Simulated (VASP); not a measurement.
The system is Ga.

```
Ga
1.0
     4.80203    0.00000    0.00000
    -2.40102    4.15868    0.00000
     0.00000    0.00000    2.94364
Ga
3
Direct
  0.00000 0.00000 0.00000
  0.33333 0.66667 0.50000
  0.66667 0.33333 0.50000
```

This isn't the form of Ga at room conditions, which is orthorhombic.

```yaml
Program: VASP 6.6.1
Task: relaxation of cell and atoms
Functional: PBE
Potentials_or_basis: VASP PAW PBE potentials, release 64 (Ga_d)
Cutoff: 600 eV
k_mesh: 8 × 8 × 11
Occupations: fermi-dirac, width 0.1 eV
Spin: no spin polarisation
```

At the start: pressure -0.6 GPa; volume 19.59 Å³/atom.

Where does the relaxation end?

Over 16 steps the energy falls by 2.3 meV/atom and the volume is 19.30 Å³/atom (-1.5 %); space group P6/mmm (No. 191, to 0.1 Å) before and after.

The path:
| step | energy change (eV) | largest force (eV/Å) | pressure (GPa) | volume (Å³) |
| --- | --- | --- | --- | --- |
| 1 | 0.0000 | 0.0000 | -0.57 | 58.78 |
| 2 | -0.0021 | 0.0000 | -0.02 | 58.19 |
| 3 | -0.0021 | 0.0000 | -0.25 | 58.17 |
| 4 | -0.0022 | 0.0000 | -0.17 | 58.12 |
| 5 | -0.0024 | 0.0000 | -0.07 | 58.01 |
| 6 | -0.0026 | 0.0000 | 0.20 | 57.81 |
| 7 | -0.0025 | 0.0000 | -0.12 | 57.91 |
| 8 | -0.0026 | 0.0000 | 0.03 | 57.85 |
| 9 | -0.0026 | 0.0000 | 0.04 | 57.83 |
| 10 | -0.0030 | 0.0000 | -0.01 | 57.82 |
| 11 | -0.0044 | 0.0000 | 0.06 | 57.78 |
| 12 | -0.0065 | 0.0000 | 0.26 | 57.68 |
| 13 | -0.0065 | 0.0000 | 0.25 | 57.63 |
| 14 | -0.0066 | 0.0000 | 0.26 | 57.66 |
| 15 | -0.0067 | 0.0000 | -0.07 | 58.03 |
| 16 | -0.0068 | 0.0000 | 0.04 | 57.90 |

Final structure:
```yaml
crystal:
  lattice:
    - [4.70672, 0.00000, 0.00000]
    - [-2.35336, 4.07614, 0.00000]
    - [0.00000, 0.00000, 3.01788]
  atoms:
    - { symbol: Ga, position: [0.00000, 0.00000, 0.00000] }
    - { symbol: Ga, position: [0.33333, 0.66667, 0.50000] }
    - { symbol: Ga, position: [0.66667, 0.33333, 0.50000] }
```
